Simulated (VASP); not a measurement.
Input of a VASP 6.6.1 run:

File INCAR:

```
PREC     = Accurate       # precision mode
ENCUT    = 520            # plane-wave cutoff, eV
EDIFF    = 1E-7           # SCF threshold, eV
ISMEAR   = 0              # smearing method
SIGMA    = 0.1            # smearing width, eV
LREAL    = F              # projectors in reciprocal space
LASPH    = T              # aspherical terms in the spheres
NELM     = 100            # most SCF steps
ALGO     = Normal         # electronic algorithm
ISIF     = 2              # what is computed and relaxed
LWAVE    = F              # write WAVECAR
LCHARG   = F              # write CHGCAR
GGA      = PS             # functional
NBANDS   = 38             # bands
```

The input KPOINTS:

```
Automatic mesh
0
Gamma
  10 7 6
```

File POSCAR:

```
SiNi
1.0
    3.3577714947      0.0000000000      0.0000000000
    0.0000000000      5.0878282939      0.0000000000
    0.0000000000      0.0000000000      5.5278301779
Si Ni
4 4
Direct
    0.2500000000      0.3214276659      0.0865554857
    0.7500000000      0.1785723341      0.5865554857
    0.2500000000      0.8214276659      0.4134445143
    0.7500000000      0.6785723341      0.9134445143
    0.7500000000      0.0093007277      0.1873863645
    0.2500000000      0.4906992723      0.6873863645
    0.7500000000      0.5093007277      0.3126136355
    0.2500000000      0.9906992723      0.8126136355
```

Potentials or basis: VASP PAW PBE potentials, release 64 (Si, Ni).

Launch:

```sh
$ cat potpaw_PBE.64/Si/POTCAR potpaw_PBE.64/Ni/POTCAR > POTCAR
$ mpirun -np 1 vasp_std > vasp.out
```

(1) Estimate the pressure.

(2) What does it give for the band gap on the k mesh?

Answers

(1) 0.2 GPa.

(2) zero (bands 28 and 29 overlap by 1.97 eV).

Caveat: the PAW data sets were made with another functional, which shifts forces and pressure a little.
